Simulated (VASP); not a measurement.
# Sc in VASP: a series of runs

The runs below take Sc through single point, with PBE.

All numbers are computed with VASP 6.6.1; they aren't measurements. Logs are shortened: lines on timing, memory, paths and dates and some standing lists are left out, and cuts for length are marked.

## 1. The cell of the first run

The structure is tetragonal, space group I4/mmm (No. 139). Conventional cell: a = 3.237 Å, b = 3.237 Å, c = 4.646 Å, α = 90.00°, β = 90.00°, γ = 90.00°. Within 4.3 Å of Sc (site symmetry 4/mmm) lie 12 Sc at 3.24 to 3.26 Å.

## 2. Single point, PBE (strained)

The input, INCAR:

```
SYSTEM = Sc
PREC = Accurate ; ENCUT = 520
EDIFF = 1E-7 ; ISMEAR = 0
SIGMA = 0.1 ; LREAL = .False.
LASPH = .True. ; NELM = 60
ALGO = Normal ; ISIF = 2
LWAVE = .False. ; LCHARG = .False.
GGA = PE ; NBANDS = 12
```

The input, KPOINTS:

```
Automatic mesh
0
Gamma
  14 14 14
  0 0 0
```

The input, POSCAR:

```
Sc
1.0
    0.0000000000      2.2887775250      2.3228350250
    2.2887775250      0.0000000000      2.3228350250
    2.2887775250      2.2887775250      0.0000000000
Sc
1
Direct
    0.0000000000      0.0000000000      0.0000000000
```

Potentials or basis: VASP PAW PBE potentials, release 64 (Sc_sv).

Run with:

```bash
$ cat potpaw_PBE.64/Sc_sv/POTCAR > POTCAR
$ mpirun -np 1 vasp_std > vasp.out
```

OUTCAR:

```text
SYSTEM = Sc
   PREC = Accurate
   ENCUT = 520
   EDIFF = 1E-7
   ISMEAR = 0
   LREAL = .False.
   LASPH = .True.
   NELM = 60
   ISIF = 2
   GGA = PE

 ion  position               nearest neighbor table
   1  0.000  0.000  0.000-

  LATTYP: Found a body centered tetragonal cell.
 ALAT       =     3.2368202171
 C/A-ratio  =     1.4352573632

  Lattice vectors:

 A1 = (  -2.2887775250,   0.0000000000,   2.3228350250)
 A2 = (   2.2887775250,   0.0000000000,   2.3228350250)
 A3 = (   0.0000000000,   2.2887775250,  -2.3228350250)

Analysis of symmetry for initial positions (statically):
=====================================================================
 Subroutine PRICEL returns:
 Original cell was already a primitive cell.

 Routine SETGRP: Setting up the symmetry group for a
 body centered tetragonal supercell.

 Subroutine GETGRP returns: Found 16 space group operations
 (whereof 16 operations were pure point group operations)
 out of a pool of 16 trial point group operations.

The static configuration has the point symmetry D_4h.

Analysis of symmetry for dynamics (positions and initial velocities):
=====================================================================
 Subroutine PRICEL returns:
 Original cell was already a primitive cell.

 Routine SETGRP: Setting up the symmetry group for a
 body centered tetragonal supercell.

 Subroutine GETGRP returns: Found 16 space group operations
 (whereof 16 operations were pure point group operations)
 out of a pool of 16 trial point group operations.

The dynamic configuration has the point symmetry D_4h.

 Subroutine INISYM returns: Found 16 space group operations
 (whereof 16 operations are pure point group operations),
 and found     1 'primitive' translations

----------------------------------------------------------------------------------------

                                     Primitive cell

  volume of cell :      24.3364

  direct lattice vectors                    reciprocal lattice vectors
     0.000000000  2.288777525  2.322835025    -0.218457231  0.218457231  0.215254202
     2.288777525  0.000000000  2.322835025     0.218457231 -0.218457231  0.215254202
     2.288777525  2.288777525  0.000000000     0.218457231  0.218457231 -0.215254202

  length of vectors
     3.260991431  3.260991431  3.236820217     0.376538836  0.376538836  0.376538836

  position of ions in fractional coordinates (direct lattice)
     0.000000000  0.000000000  0.000000000

  ion indices of the primitive-cell ions
   primitive index   ion index
                 1           1
[... 75 lines left out ...]
   NSW    =      0    number of steps for IOM
   IBRION =     -1    ionic relax: 0-MD 1-quasi-New 2-CG
   NFREE  =      0    steps in history (QN), initial steepest desc. (CG)
   ISIF   =      2    stress and relaxation
   ISYM   =      2    0-nonsym 1-usesym 2-fastsym
   POTIM  = 0.5000    time-step for ionic-motion
   TEBEG  =    0.0;   TEEND  =   0.0 temperature during run
   PSTRESS=    0.0 pullay stress
   NELECT =      11.0000    total number of electrons
   NUPDOWN=      -1.0000    fix difference up-down
   EMIN   =  10.00;   EMAX   =-10.00  energy-range for DOS
   EFERMI =   0.00;   METHOD = LEGACY
   ISMEAR =     0;   SIGMA  =   0.10  broadening in eV -4-tet -1-fermi 0-gaus
   EFERMI_NEDOS =   21; number of points for ismear=-14 and -15
   IALGO  =     38    algorithm
   IMIX   =      4    mixing-type and parameters
     AMIX     =   0.40;   BMIX     =  1.00
     AMIX_MAG =   1.60;   BMIX_MAG =  1.00
  volume/ion in A,a.u.               =      24.34       164.23
  Fermi-wavevector in a.u.,A,eV,Ry     =   1.256379  2.374211 21.476624  1.578487
  Thomas-Fermi vector in A             =   2.390090
   LORBIT       =      0    0 simple, 1 ext, 2 COOP (PROOUT), +10 PAW based schemes
   GGA     = PE    functional components
   LHFCALC =     F    Hartree Fock is set to
   AEXX    =    0.0000 exact exchange contribution
   IVDW    =     0    specifies the selected vdW correction
   LEPSILON=     F    determine dielectric tensor
   LRPA    =     F    only Hartree local field effects (RPA)
 non-spin polarized calculation
 Gauss-broadening in eV      SIGMA  =   0.10
  energy-cutoff  :      520.00
  volume of cell :       24.34
 maximum number of plane-waves:       669
   NGX = 13   NGY = 13   NGZ = 13

 number of electron      10.9999997 magnetization

 Free energy of the ion-electron system (eV)
  ---------------------------------------------------
  ext. energy  EPLUGINS =         0.00000000
  ---------------------------------------------------
  free energy    TOTEN  =        -6.20529419 eV

  energy without entropy =       -6.19639008  energy(sigma->0) =       -6.20084213

 E-fermi :   3.8161     XC(G=0):  -9.9259

 val. band max:        3.8076024326   @ k =  -0.3571   0.0000   0.2143
 cond. band min:       3.8165393793   @ k =  -0.2857   0.2143   0.5000
 fundamental gap:      0.0089369467
 Fermi energy:         3.8160789876

 k-point     1 :       0.0000    0.0000    0.0000
  band No.  band energies     occupation
      1     -45.5860      2.00000
      2     -23.9957      2.00000
      3     -23.9957      2.00000
      4     -23.9952      2.00000
      5      -1.3990      2.00000
      6       5.3515      0.00000
      7       5.4471      0.00000
      8       5.4471      0.00000
      9       6.7570      0.00000
     10       6.8692      0.00000
     11      16.3909      0.00000
     12      19.6708      0.00000
[... 331 lines left out ...]
 k-point    24 :       0.2857    0.1429    0.0000
  band No.  band energies     occupation
      1     -45.5497      2.00000
      2     -24.1987      2.00000
      3     -24.0481      2.00000
      4     -24.0471      2.00000
      5       0.3188      2.00000
      6       4.3491      0.00000
      7       5.4397      0.00000
      8       5.9676      0.00000
      9       6.5272      0.00000
     10       7.2452      0.00000
     11      14.8492      0.00000
     12      17.0704      0.00000

 [... further k-points ...]
[... 5 lines left out ...]
  --------------------------------------------------------------------------------------
  -------------------------------------------------------------------------------------
  Total        0.1260976      0.1260976      0.0588321      0.0000000     -0.0000000      0.0000000
  in kB        8.3016020      8.3016020      3.8731934      0.0000000     -0.0000000      0.0000000
  external PRESSURE =       6.8254658 kB  Pullay stress =       0.0000000 kB

 VOLUME and BASIS-vectors are now :
 -----------------------------------------------------------------------------
  energy-cutoff  :      520.00
  volume of cell :       24.34
      direct lattice vectors                 reciprocal lattice vectors
     0.000000000  2.288777525  2.322835025    -0.218457231  0.218457231  0.215254202
     2.288777525  0.000000000  2.322835025     0.218457231 -0.218457231  0.215254202
     2.288777525  2.288777525  0.000000000     0.218457231  0.218457231 -0.215254202

 POSITION                                       TOTAL-FORCE (eV/Angst)
 -----------------------------------------------------------------------------------
      0.00000      0.00000      0.00000         0.000000     -0.000000      0.000000
 -----------------------------------------------------------------------------------
    total drift:                                0.000000      0.000000     -0.000000

  FREE ENERGIE OF THE ION-ELECTRON SYSTEM (eV)
  ---------------------------------------------------
  free  energy   TOTEN  =        -6.2052941875 eV

  energy  without entropy=       -6.1963900801  energy(sigma->0) =       -6.20084213
```

OSZICAR:

```text
N       E                     dE             d eps       ncg     rms          rms(c)
DAV:   1     0.738534959005E+02    0.73853E+02   -0.50819E+03  5864   0.895E+02
DAV:   2    -0.541738995359E+01   -0.79271E+02   -0.77723E+02  5868   0.285E+02
DAV:   3    -0.686318921008E+01   -0.14458E+01   -0.14146E+01  7792   0.505E+01
DAV:   4    -0.688642647214E+01   -0.23237E-01   -0.23222E-01  7376   0.516E+00
DAV:   5    -0.688681726033E+01   -0.39079E-03   -0.39079E-03  7920   0.640E-01    0.538E+00
DAV:   6    -0.628522967699E+01    0.60159E+00   -0.90819E-01  8828   0.136E+01    0.158E+00
DAV:   7    -0.621001551463E+01    0.75214E-01   -0.17895E-01  9280   0.580E+00    0.584E-01
DAV:   8    -0.620611654315E+01    0.38990E-02   -0.16467E-02  7432   0.186E+00    0.192E-01
DAV:   9    -0.620531132959E+01    0.80521E-03   -0.30058E-03  8804   0.789E-01    0.351E-02
DAV:  10    -0.620529596785E+01    0.15362E-04   -0.11708E-04  9028   0.138E-01    0.100E-02
DAV:  11    -0.620529389852E+01    0.20693E-05   -0.63195E-06  9072   0.364E-02    0.110E-03
DAV:  12    -0.620529411805E+01   -0.21953E-06   -0.60771E-08  4796   0.346E-03    0.301E-04
DAV:  13    -0.620529418750E+01   -0.69454E-07   -0.23851E-08  3540   0.145E-03
   1 F= -.62052942E+01 E0= -.62008421E+01  d E =-.890411E-02
```

stdout:

```text
POSCAR found type information on POSCAR Sc
 POSCAR found :  1 types and       1 ions
 scaLAPACK will be used
 LDA part: xc-table for (Slater+PW92), standard interpolation
 POSCAR, INCAR and KPOINTS ok, starting setup
 FFT: planning ... GRIDC
 FFT: planning ... GRID_SOFT
 FFT: planning ... GRID
 WAVECAR not read
 entering main loop
```

Run time: 34 s. Hardware: 1 thread of Intel Xeon Platinum 8259CL at 2.50GHz (Skylake/Cascade Lake), shared host; peak memory 0.19 GiB.

What came out:

- Free energy: -6.2053 eV
- Pressure: 0.7 GPa

Stress tensor (GPa, compression positive):
```
0.83 0.00 0.00
0.00 0.83 0.00
0.00 0.00 0.39
```

Levels at points of the mesh, in eV from the Fermi level:
| k point | band 2 | band 3 | band 4 | band 5 | band 6 | band 7 | band 8 | band 9 |
| --- | --- | --- | --- | --- | --- | --- | --- | --- |
| (0.00, 0.00, 0.00) | -27.81 | -27.81 | -27.81 | -5.22 | 1.54 | 1.63 | 1.63 | 2.94 |
| (0.50, 0.00, 0.00) | -28.22 | -27.87 | -27.86 | -1.78 | 0.25 | 1.43 | 1.54 | 3.88 |
| (0.50, 0.50, 0.00) | -28.19 | -27.95 | -27.95 | -1.56 | -0.62 | 1.82 | 3.90 | 4.14 |
| (0.50, 0.00, 0.50) | -28.20 | -27.97 | -27.95 | -1.54 | -0.65 | 2.03 | 3.90 | 4.10 |

Caveat: the cell differs from its parent crystal (strained).

## 3. Single point, PBE (strained)

The input, INCAR:

```
SYSTEM = Sc
PREC     = Accurate       ! precision mode
ENCUT    = 520            ! plane-wave cutoff, eV
EDIFF    = 1E-6           ! SCF threshold, eV
ISMEAR   = 0              ! smearing method
SIGMA    = 0.1            ! smearing width, eV
LREAL    = .False.        ! projectors in reciprocal space
LASPH    = .True.         ! aspherical terms in the spheres
NELM     = 80             ! most SCF steps
ALGO     = Fast           ! electronic algorithm
ISIF     = 2              ! what is computed and relaxed
LWAVE    = .False.        ! write WAVECAR
LCHARG   = .True.         ! write CHGCAR
GGA      = PE             ! functional
LELF     = .True.         ! ELF
LVHAR    = .True.       
NBANDS   = 12             ! bands
```

KPOINTS is that of step 2.

The input, POSCAR:

```
Sc
1.0
    0.0029970600      2.2853490700      2.2431404750
    2.2720212350      0.0000000000      2.2461375350
    2.2690241750      2.2853490700      0.0029970600
Sc
1
Direct
    0.0000000000      0.0000000000      0.0000000000
```

Potentials or basis: VASP PAW PBE potentials, release 64 (Sc_sv).

Run with:

```bash
$ cat potpaw_PBE.64/Sc_sv/POTCAR > POTCAR
$ mpirun -np 1 vasp_std > vasp.out
```

OUTCAR:

```text
SYSTEM = Sc
   PREC = Accurate
   ENCUT = 520
   EDIFF = 1E-6
   ISMEAR = 0
   LREAL = .False.
   LASPH = .True.
   NELM = 80
   ISIF = 2
   GGA = PE

 ion  position               nearest neighbor table
   1  0.000  0.000  0.000-

  LATTYP: Found a base centered monoclinic cell.
 ALAT       =     4.4862849544
 B/A-ratio  =     1.0188158324
 C/A-ratio  =     0.7102527673
 COS(beta)  =    -0.7020827185

  Lattice vectors:

 A1 = (  -0.0029970600,   2.2853490700,  -2.2431404750)
 A2 = (  -0.0029970600,  -2.2853490700,  -2.2431404750)
 A3 = (  -2.2660271150,   0.0000000000,   2.2401434150)

Analysis of symmetry for initial positions (statically):
=====================================================================
 Subroutine PRICEL returns:
 Original cell was already a primitive cell.

 Routine SETGRP: Setting up the symmetry group for a
 base centered monoclinic supercell.

 Subroutine GETGRP returns: Found  4 space group operations
 (whereof  4 operations were pure point group operations)
 out of a pool of  4 trial point group operations.

The static configuration has the point symmetry C_2h.

Analysis of symmetry for dynamics (positions and initial velocities):
[... 161 lines left out ...]
 cond. band min:       4.0953394126   @ k =  -0.1429   0.4286   0.0000
 fundamental gap:      0.0026926059
 Fermi energy:         4.0943131077

 k-point     1 :       0.0000    0.0000    0.0000
  band No.  band energies     occupation
      1     -45.1905      2.00000
      2     -23.5724      2.00000
      3     -23.5715      2.00000
      4     -23.5709      2.00000
      5      -1.2085      2.00000
      6       5.6939      0.00000
      7       5.7415      0.00000
      8       5.8205      0.00000
      9       7.1723      0.00000
     10       7.3016      0.00000
     11      16.9141      0.00000
     12      20.3925      0.00000
[... 331 lines left out ...]
 k-point    24 :       0.0714    0.1429    0.0000
  band No.  band energies     occupation
      1     -45.1770      2.00000
      2     -23.6479      2.00000
      3     -23.5916      2.00000
      4     -23.5853      2.00000
      5      -0.7114      2.00000
      6       5.4049      0.00000
      7       5.8926      0.00000
      8       5.9477      0.00000
      9       6.9917      0.00000
     10       7.2567      0.00000
     11      17.2904      0.00000
     12      18.3846      0.00000

 [... further k-points ...]
[... 5 lines left out ...]
  --------------------------------------------------------------------------------------
  -------------------------------------------------------------------------------------
  Total        0.4606934      0.4278760      0.5104105      0.0000000      0.0000000     -0.0145960
  in kB       31.7281858     29.4680305     35.1522240      0.0000000      0.0000000     -1.0052323
  external PRESSURE =      32.1161468 kB  Pullay stress =       0.0000000 kB

 VOLUME and BASIS-vectors are now :
 -----------------------------------------------------------------------------
  energy-cutoff  :      520.00
  volume of cell :       23.26
      direct lattice vectors                 reciprocal lattice vectors
     0.002997060  2.285349070  2.243140475    -0.220653856  0.218784958  0.223196594
     2.272021235  0.000000000  2.246137535     0.220065012 -0.218784958  0.222607749
     2.269024175  2.285349070  0.002997060     0.220653856  0.218784958 -0.223196594

 POSITION                                       TOTAL-FORCE (eV/Angst)
 -----------------------------------------------------------------------------------
      0.00000      0.00000      0.00000         0.000000      0.000000      0.000000
 -----------------------------------------------------------------------------------
    total drift:                               -0.000000      0.000000      0.000000

  FREE ENERGIE OF THE ION-ELECTRON SYSTEM (eV)
  ---------------------------------------------------
  free  energy   TOTEN  =        -6.1917710186 eV

  energy  without entropy=       -6.1836175267  energy(sigma->0) =       -6.18769427
```

OSZICAR:

```text
N       E                     dE             d eps       ncg     rms          rms(c)
DAV:   1     0.732371223865E+02    0.73237E+02   -0.51220E+03 17944   0.907E+02
DAV:   2    -0.541228480485E+01   -0.78649E+02   -0.77057E+02 17864   0.285E+02
DAV:   3    -0.680726318080E+01   -0.13950E+01   -0.13696E+01 23476   0.497E+01
DAV:   4    -0.682967832989E+01   -0.22415E-01   -0.22400E-01 22296   0.507E+00
DAV:   5    -0.683004507736E+01   -0.36675E-03   -0.36674E-03 24068   0.621E-01    0.561E+00
RMM:   6    -0.625054735123E+01    0.57950E+00   -0.60761E-01 18534   0.103E+01    0.172E+00
RMM:   7    -0.619735354467E+01    0.53194E-01   -0.62957E-01 22863   0.681E+00    0.762E-01
RMM:   8    -0.619305162536E+01    0.43019E-02   -0.41979E-02 19362   0.301E+00    0.484E-01
RMM:   9    -0.619191023062E+01    0.11414E-02   -0.14827E-02 23001   0.114E+00    0.126E-01
RMM:  10    -0.619173821899E+01    0.17201E-03   -0.31300E-03 24580   0.559E-01    0.428E-02
RMM:  11    -0.619180018556E+01   -0.61967E-04   -0.72167E-04 23145   0.171E-01    0.345E-02
RMM:  12    -0.619176882065E+01    0.31365E-04   -0.12479E-04 20923   0.151E-01    0.718E-03
RMM:  13    -0.619177086011E+01   -0.20395E-05   -0.23975E-05 23050   0.519E-02    0.189E-03
RMM:  14    -0.619177101864E+01   -0.15853E-06   -0.31730E-06 18149   0.246E-02
   1 F= -.61917710E+01 E0= -.61876943E+01  d E =-.815349E-02
```

It took 2 min on 1 thread of Intel Xeon Platinum 8259CL at 2.50GHz (Skylake/Cascade Lake), shared host; peak memory 0.3 GiB.

What came out:

```yaml
Free_energy: -6.1918 eV
Pressure: 3.2 GPa
```

Caveat: the cell differs from its parent crystal (strained).
